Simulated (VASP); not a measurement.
# CdSe (I-4m2) in VASP: further runs

Aim: see how the results for CdSe move with the level of theory and the settings. Levels: PBE, r2SCAN. Tasks: single point.

Everything below comes from runs of VASP 6.6.1. Logs are shortened: lines on timing, memory, paths and dates and some standing lists are left out, and cuts for length are marked.

**1. The cell of the first run**

The structure is tetragonal, space group I-4m2 (No. 119). The conventional cell has a = 4.295 Å, b = 4.295 Å, c = 6.219 Å, α = 90.00°, β = 90.00°, γ = 90.00°. Within 3.5 Å of Cd (site symmetry -4m2) lie 4 Se at 2.65 Å. Se (site symmetry -4m2) has 4 Cd at 2.65 Å within 3.5 Å.

**2. Single point, PBE (epitaxial xy strain -1.0%)**

The input, INCAR:

```
SYSTEM = CdSe
PREC = Accurate
ENCUT = 520
EDIFF = 1E-6
ISMEAR = -1
SIGMA = 0.02
LREAL = .FALSE.
LASPH = .TRUE.
NELM = 60
ALGO = Normal
ISIF = 2
LWAVE = .FALSE.
LCHARG = .TRUE.
GGA = PE
LELF = .TRUE.
LVHAR = .TRUE.
NBANDS = 16
```

The input, KPOINTS:

```
regular mesh
0
G
  8 8 8
  0 0 0
```

The input, POSCAR:

```
CdSe
1.0
    0.0000000000      3.0371031557      3.1097494738
    3.0371031557      0.0000000000      3.1097494738
    3.0371031557      3.0371031557      0.0000000000
Cd Se
1 1
Direct
    0.0000000000      0.0000000000      0.0000000000
    0.2500000000      0.2500000000      0.2500000000
```

Potentials or basis: VASP PAW PBE potentials, release 64 (Cd, Se).

Run with:

```sh
> cat potpaw_PBE.64/Cd/POTCAR potpaw_PBE.64/Se/POTCAR > POTCAR
> mpirun -np 1 vasp_std > vasp.out
```

OUTCAR:

```text
SYSTEM = CdSe
   PREC = Accurate
   ENCUT = 520
   EDIFF = 1E-6
   ISMEAR = -1
   LREAL = .FALSE.
   LASPH = .TRUE.
   NELM = 60
   ISIF = 2
   GGA = PE

 ion  position               nearest neighbor table
   1  0.000  0.000  0.000-   2 2.65   2 2.65   2 2.65   2 2.65
   2  0.250  0.250  0.250-   1 2.65   1 2.65   1 2.65   1 2.65

  LATTYP: Found a body centered tetragonal cell.
 ALAT       =     4.2951124731
 C/A-ratio  =     1.4480409970

  Lattice vectors:

 A1 = (  -3.0371031557,   0.0000000000,   3.1097494738)
 A2 = (   3.0371031557,   0.0000000000,   3.1097494738)
 A3 = (   0.0000000000,   3.0371031557,  -3.1097494738)

Analysis of symmetry for initial positions (statically):
=====================================================================
 Subroutine PRICEL returns:
 Original cell was already a primitive cell.

 Routine SETGRP: Setting up the symmetry group for a
 body centered tetragonal supercell.

 Subroutine GETGRP returns: Found  8 space group operations
 (whereof  8 operations were pure point group operations)
 out of a pool of 16 trial point group operations.

The static configuration has the point symmetry D_2d.

Analysis of symmetry for dynamics (positions and initial velocities):
=====================================================================
 Subroutine PRICEL returns:
 Original cell was already a primitive cell.

 Routine SETGRP: Setting up the symmetry group for a
 body centered tetragonal supercell.

 Subroutine GETGRP returns: Found  8 space group operations
 (whereof  8 operations were pure point group operations)
 out of a pool of 16 trial point group operations.

The dynamic configuration has the point symmetry D_2d.

 Subroutine INISYM returns: Found  8 space group operations
 (whereof  8 operations are pure point group operations),
 and found     1 'primitive' translations

----------------------------------------------------------------------------------------

                                     Primitive cell

  volume of cell :      57.3686

  direct lattice vectors                    reciprocal lattice vectors
     0.000000000  3.037103156  3.109749474    -0.164630562  0.164630562  0.160784656
     3.037103156  0.000000000  3.109749474     0.164630562 -0.164630562  0.160784656
     3.037103156  3.037103156  0.000000000     0.164630562  0.164630562 -0.160784656

  length of vectors
     4.346784716  4.346784716  4.295112473     0.282945489  0.282945489  0.282945489

  position of ions in fractional coordinates (direct lattice)
     0.000000000  0.000000000  0.000000000
     0.250000000  0.250000000  0.250000000

  ion indices of the primitive-cell ions
   primitive index   ion index
                 1           1
                 2           2

----------------------------------------------------------------------------------------

 KPOINTS: regular mesh

Automatic generation of k-mesh.
 Grid dimensions read from file:
 generate k-points for:    8    8    8

 Generating k-lattice:

  Cartesian coordinates                     Fractional coordinates (reciprocal lattice)
    -0.020578820  0.020578820  0.020098082     0.125000000  0.000000000  0.000000000
     0.020578820 -0.020578820  0.020098082     0.000000000  0.125000000  0.000000000
     0.020578820  0.020578820 -0.020098082     0.000000000  0.000000000  0.125000000

  Length of vectors
     0.035368186  0.035368186  0.035368186

  Shift w.r.t. Gamma in fractional coordinates (k-lattice)
     0.000000000  0.000000000  0.000000000

 Subroutine IBZKPT returns following result:
 ===========================================

 Found     59 irreducible k-points:

 Following reciprocal coordinates:
            Coordinates               Weight
  0.000000  0.000000  0.000000      1.000000
  0.125000  0.000000  0.000000      8.000000
  0.250000  0.000000  0.000000      8.000000
  0.375000  0.000000  0.000000      8.000000
  0.500000  0.000000  0.000000      4.000000
  0.125000  0.125000  0.000000      2.000000
[... 16 lines left out ...]
  0.250000  0.000000  0.125000     16.000000
  0.375000  0.000000  0.125000     16.000000
 [... further k-points ...]
   k-points           NKPTS =     59   k-points in BZ     NKDIM =     59   number of bands    NBANDS=     16
   number of dos      NEDOS =    301   number of ions     NIONS =      2
   total plane-waves  NPLWV =  32768
   dimension x,y,z NGX =    32 NGY =   32 NGZ =   32
   dimension x,y,z NGXF=    64 NGYF=   64 NGZF=   64
   ions per type =               1   1
   NGX,Y,Z   is equivalent  to a cutoff of  12.24, 12.24, 12.39 a.u.
   NGXF,Y,Z  is equivalent  to a cutoff of  24.48, 24.48, 24.77 a.u.
 SYSTEM =  CdSe
   PREC   = accura    normal or accurate (medium, high low for compatibility)
   ISTART =      0    job   : 0-new  1-cont  2-samecut
   ICHARG =      2    charge: 1-file 2-atom 10-const
   ISPIN  =      1    spin polarized calculation?
   LNONCOLLINEAR =      F non collinear calculations
   LSORBIT =      F    spin-orbit coupling
   LASPH  =      T    aspherical Exc in radial PAW
   ENCUT  =  520.0 eV  38.22 Ry    6.18 a.u.   8.08  8.08  7.99*2*pi/ulx,y,z
   NELM   =     60;   NELMIN=  2; NELMDL= -5     # of ELM steps
   EDIFF  = 0.1E-05   stopping-criterion for ELM
   LREAL  =      F    real-space projection
   EDIFFG = 0.1E-04   stopping-criterion for IOM
   NSW    =      0    number of steps for IOM
   IBRION =     -1    ionic relax: 0-MD 1-quasi-New 2-CG
   NFREE  =      0    steps in history (QN), initial steepest desc. (CG)
   ISIF   =      2    stress and relaxation
   ISYM   =      2    0-nonsym 1-usesym 2-fastsym
   POTIM  = 0.5000    time-step for ionic-motion
   TEBEG  =    0.0;   TEEND  =   0.0 temperature during run
   PSTRESS=    0.0 pullay stress
   NELECT =      18.0000    total number of electrons
   NUPDOWN=      -1.0000    fix difference up-down
   EMIN   =  10.00;   EMAX   =-10.00  energy-range for DOS
   EFERMI =   0.00;   METHOD = LEGACY
   ISMEAR =    -1;   SIGMA  =   0.02  broadening in eV -4-tet -1-fermi 0-gaus
   EFERMI_NEDOS =   21; number of points for ismear=-14 and -15
   IALGO  =     38    algorithm
   IMIX   =      4    mixing-type and parameters
     AMIX     =   0.40;   BMIX     =  1.00
     AMIX_MAG =   1.60;   BMIX_MAG =  1.00
  volume/ion in A,a.u.               =      28.68       193.57
  Fermi-wavevector in a.u.,A,eV,Ry     =   1.112434  2.102195 16.837331  1.237509
  Thomas-Fermi vector in A             =   2.249008
   LORBIT       =      0    0 simple, 1 ext, 2 COOP (PROOUT), +10 PAW based schemes
   GGA     = PE    functional components
   LHFCALC =     F    Hartree Fock is set to
   AEXX    =    0.0000 exact exchange contribution
   IVDW    =     0    specifies the selected vdW correction
   LEPSILON=     F    determine dielectric tensor
   LRPA    =     F    only Hartree local field effects (RPA)
 non-spin polarized calculation
  energy-cutoff  :      520.00
  volume of cell :       57.37
 maximum number of plane-waves:      1564
   NGX = 17   NGY = 17   NGZ = 15

 number of electron      18.0000005 magnetization

 Free energy of the ion-electron system (eV)
  ---------------------------------------------------
  ext. energy  EPLUGINS =         0.00000000
  ---------------------------------------------------
  free energy    TOTEN  =        -5.48357231 eV

  energy without entropy =       -5.48357231  energy(sigma->0) =       -5.48357231

 E-fermi :   1.0902     XC(G=0):  -8.7975

 val. band max:        0.8122663333   @ k =   0.0000   0.0000   0.0000
 cond. band min:       1.3536845429   @ k =   0.0000   0.0000   0.0000
 fundamental gap:      0.5414182096
 Fermi energy:         1.0902268915

 k-point     1 :       0.0000    0.0000    0.0000
  band No.  band energies     occupation
      1     -11.6966      2.00000
      2      -7.0893      2.00000
      3      -7.0785      2.00000
      4      -7.0785      2.00000
      5      -6.7317      2.00000
      6      -6.7264      2.00000
[... 8 lines left out ...]
     15      11.6513      0.00000
     16      12.0201      0.00000

 k-point     2 :       0.1250    0.0000    0.0000
  band No.  band energies     occupation
      1     -11.6453      2.00000
      2      -7.0702      2.00000
      3      -7.0622      2.00000
      4      -7.0347      2.00000
      5      -6.7318      2.00000
      6      -6.7278      2.00000
[... 8 lines left out ...]
     15      11.2144      0.00000
     16      11.2444      0.00000

 k-point     3 :       0.2500    0.0000    0.0000
  band No.  band energies     occupation
      1     -11.5201      2.00000
      2      -7.0347      2.00000
      3      -7.0262      2.00000
      4      -6.8782      2.00000
      5      -6.7269      2.00000
      6      -6.7266      2.00000
[... 8 lines left out ...]
     15      10.8971      0.00000
     16      10.9794      0.00000

 k-point     4 :       0.3750    0.0000    0.0000
  band No.  band energies     occupation
      1     -11.3934      2.00000
      2      -7.0073      2.00000
      3      -6.9971      2.00000
      4      -6.7174      2.00000
      5      -6.7134      2.00000
      6      -6.6155      2.00000
[... 8 lines left out ...]
     15      11.6859      0.00000
     16      11.7474      0.00000

 k-point     5 :       0.5000    0.0000    0.0000
  band No.  band energies     occupation
      1     -11.3407      2.00000
      2      -6.9987      2.00000
      3      -6.9876      2.00000
      4      -6.7104      2.00000
      5      -6.7034      2.00000
      6      -6.4490      2.00000
[... 8 lines left out ...]
     15      12.7983      0.00000
     16      12.9323      0.00000

 k-point     6 :       0.1250    0.1250    0.0000
  band No.  band energies     occupation
      1     -11.6299      2.00000
      2      -7.0471      2.00000
      3      -7.0466      2.00000
      4      -7.0466      2.00000
      5      -6.7429      2.00000
      6      -6.7190      2.00000
[... 8 lines left out ...]
     15      11.6303      0.00000
     16      12.1456      0.00000

 k-point     7 :       0.2500    0.1250    0.0000
  band No.  band energies     occupation
      1     -11.5306      2.00000
      2      -7.0273      2.00000
      3      -7.0086      2.00000
      4      -6.9281      2.00000
      5      -6.7455      2.00000
      6      -6.7128      2.00000
[... 8 lines left out ...]
     15      11.8584      0.00000
     16      12.2381      0.00000

 k-point     8 :       0.3750    0.1250    0.0000
  band No.  band energies     occupation
      1     -11.4046      2.00000
      2      -7.0014      2.00000
      3      -6.9756      2.00000
      4      -6.7653      2.00000
      5      -6.7064      2.00000
      6      -6.6616      2.00000
[... 8 lines left out ...]
     15      11.8075      0.00000
     16      12.2886      0.00000

 k-point     9 :       0.5000    0.1250    0.0000
  band No.  band energies     occupation
      1     -11.3263      2.00000
      2      -6.9878      2.00000
      3      -6.9645      2.00000
      4      -6.7274      2.00000
      5      -6.7078      2.00000
      6      -6.4427      2.00000
[... 8 lines left out ...]
     15      12.1809      0.00000
     16      12.8789      0.00000
[... 172 lines left out ...]
 k-point    19 :       0.5000    0.3750    0.0000
  band No.  band energies     occupation
      1     -11.2529      2.00000
      2      -6.9043      2.00000
      3      -6.8552      2.00000
      4      -6.8287      2.00000
      5      -6.6848      2.00000
      6      -6.4153      2.00000
[... 8 lines left out ...]
     15      13.3399      0.00000
     16      13.9105      0.00000

 k-point    20 :      -0.3750    0.3750    0.0000
  band No.  band energies     occupation
      1     -11.2437      2.00000
      2      -6.9297      2.00000
      3      -6.8726      2.00000
      4      -6.7865      2.00000
      5      -6.7036      2.00000
      6      -6.3175      2.00000
[... 8 lines left out ...]
     15      12.3217      0.00000
     16      14.5629      0.00000

 k-point    21 :       0.5000    0.5000    0.0000
  band No.  band energies     occupation
      1     -11.2368      2.00000
      2      -6.8908      2.00000
      3      -6.8348      2.00000
      4      -6.8348      2.00000
      5      -6.6759      2.00000
      6      -6.4105      2.00000
[... 8 lines left out ...]
     15      13.2279      0.00000
     16      14.1365      0.00000

 k-point    22 :       0.1250    0.0000    0.1250
  band No.  band energies     occupation
      1     -11.6274      2.00000
      2      -7.0573      2.00000
      3      -7.0465      2.00000
      4      -7.0375      2.00000
      5      -6.7379      2.00000
      6      -6.7219      2.00000
[... 8 lines left out ...]
     15      11.6972      0.00000
     16      11.8978      0.00000

 k-point    23 :       0.2500    0.0000    0.1250
  band No.  band energies     occupation
      1     -11.5265      2.00000
      2      -7.0274      2.00000
      3      -7.0124      2.00000
      4      -6.9274      2.00000
      5      -6.7384      2.00000
      6      -6.7133      2.00000
[... 8 lines left out ...]
     15      11.6827      0.00000
     16      12.2489      0.00000

 k-point    24 :       0.3750    0.0000    0.1250
  band No.  band energies     occupation
      1     -11.4007      2.00000
      2      -6.9985      2.00000
      3      -6.9805      2.00000
      4      -6.7769      2.00000
      5      -6.7048      2.00000
      6      -6.6445      2.00000
[... 8 lines left out ...]
     15      11.8342      0.00000
     16      12.3332      0.00000

 [... further k-points ...]
[... 5 lines left out ...]
  --------------------------------------------------------------------------------------
  -------------------------------------------------------------------------------------
  Total        0.7751929      0.7751929      0.6358671      0.0000000     -0.0000000      0.0000000
  in kB       21.6494016     21.6494016     17.7583448      0.0000000     -0.0000000      0.0000000
  external PRESSURE =      20.3523827 kB  Pullay stress =       0.0000000 kB

 VOLUME and BASIS-vectors are now :
 -----------------------------------------------------------------------------
  energy-cutoff  :      520.00
  volume of cell :       57.37
      direct lattice vectors                 reciprocal lattice vectors
     0.000000000  3.037103156  3.109749474    -0.164630562  0.164630562  0.160784656
     3.037103156  0.000000000  3.109749474     0.164630562 -0.164630562  0.160784656
     3.037103156  3.037103156  0.000000000     0.164630562  0.164630562 -0.160784656

 POSITION                                       TOTAL-FORCE (eV/Angst)
 -----------------------------------------------------------------------------------
      0.00000      0.00000      0.00000         0.000000      0.000000      0.000000
      1.51855      1.51855      1.55487        -0.000000     -0.000000     -0.000000
 -----------------------------------------------------------------------------------
    total drift:                               -0.000001     -0.000001      0.000000

  FREE ENERGIE OF THE ION-ELECTRON SYSTEM (eV)
  ---------------------------------------------------
  free  energy   TOTEN  =        -5.4835723098 eV

  energy  without entropy=       -5.4835723055  energy(sigma->0) =       -5.48357231
```

Run time: 57 s. Hardware: 1 thread of AMD EPYC 7R43 (Zen 3), shared host; peak memory 0.18 GiB.

Results:

| Item | Value |
| --- | --- |
| Free energy | -5.4836 eV |
| Pressure | 2.0 GPa |
| Band gap on the k mesh | 0.54 eV, direct |

Stress tensor (GPa, compression positive):
```
2.16 0.00 0.00
0.00 2.16 0.00
0.00 0.00 1.78
```

Levels at points of the mesh, in eV from the valence-band top:
| k point | band 5 | band 6 | band 7 | band 8 | band 9 | band 10 | band 11 | band 12 | band 13 | band 14 |
| --- | --- | --- | --- | --- | --- | --- | --- | --- | --- | --- |
| (0.00, 0.00, 0.00) | -7.54 | -7.54 | -0.08 | 0.00 | 0.00 | 0.54 | 5.91 | 5.91 | 5.92 | 9.68 |
| (0.50, 0.00, 0.00) | -7.52 | -7.26 | -4.30 | -0.80 | -0.69 | 2.34 | 6.34 | 6.50 | 7.34 | 9.96 |
| (0.50, 0.50, 0.00) | -7.49 | -7.22 | -4.10 | -1.75 | -1.75 | 3.20 | 3.84 | 8.86 | 10.09 | 10.09 |
| (0.50, 0.00, 0.50) | -7.49 | -7.19 | -3.97 | -1.86 | -1.82 | 3.13 | 3.65 | 9.07 | 9.93 | 10.18 |

Caveat: the cell differs from its parent crystal (epitaxial xy strain -1.0%).

**3. Single point, r2SCAN (epitaxial xy strain -2.0%)**

The input, POSCAR:

```
CdSe
1.0
    0.0000000000      3.0064253461      3.1523608720
    3.0064253461      0.0000000000      3.1523608720
    3.0064253461      3.0064253461      0.0000000000
Cd Se
1 1
Direct
    0.0000000000      0.0000000000      0.0000000000
    0.2500000000      0.2500000000      0.2500000000
```

The input, INCAR.step1:

```
SYSTEM = CdSe
ALGO = Normal
EDIFF = 1E-4
ENCUT = 520
GGA = PE
ISMEAR = 0
LASPH = .True.
LCHARG = .False.
LREAL = .False.
LWAVE = .True.
NBANDS = 16
NELM = 60
PREC = Accurate
SIGMA = 0.01
```

The input, INCAR.step2:

```
SYSTEM = CdSe
ALGO = Normal
EDIFF = 1E-7
ENCUT = 520
ISIF = 2
ISMEAR = 0
ISTART = 1
LASPH = .True.
LCHARG = .False.
LMIXTAU = .True.
LREAL = .False.
LWAVE = .False.
METAGGA = R2SCAN
NBANDS = 16
NELM = 60
PREC = Accurate
SIGMA = 0.01
```

The input, KPOINTS:

```
k-points
0
Gamma
  8 8 8
  0 0 0
```

Potentials or basis: VASP PAW PBE potentials, release 64 (Cd, Se).

Run with:

```sh
> cat potpaw_PBE.64/Cd/POTCAR potpaw_PBE.64/Se/POTCAR > POTCAR
> cp INCAR.step1 INCAR
> mpirun -np 1 vasp_std > vasp.out
> cp INCAR.step2 INCAR
> mpirun -np 1 vasp_std > vasp.out
```

It took 4.6 min on 1 thread of AMD EPYC 7R43 (Zen 3), shared host; peak memory 0.18 GiB.

The run converged. Its results:

```
Free energy            : -35.9085 eV
Pressure               : 0.8 GPa
Band gap on the k mesh : 1.00 eV, direct
```

Stress tensor (GPa, compression positive):
```
1.14 0.00 0.00
0.00 1.14 0.00
0.00 0.00 0.27
```

Levels at points of the mesh, in eV from the valence-band top:
| k point | band 7 | band 8 | band 9 | band 10 | band 11 | band 12 |
| --- | --- | --- | --- | --- | --- | --- |
| (0.00, 0.00, 0.00) | -0.16 | 0.00 | 0.00 | 1.00 | 6.43 | 6.43 |
| (0.50, 0.00, 0.00) | -4.39 | -0.90 | -0.68 | 2.77 | 6.73 | 7.05 |
| (0.50, 0.50, 0.00) | -4.25 | -1.75 | -1.75 | 3.55 | 4.37 | 9.27 |
| (0.50, 0.00, 0.50) | -3.98 | -1.99 | -1.91 | 3.38 | 3.96 | 9.71 |

Caveat: the cell differs from its parent crystal (epitaxial xy strain -2.0%); the PAW data sets were made with another functional, which shifts forces and pressure a little.
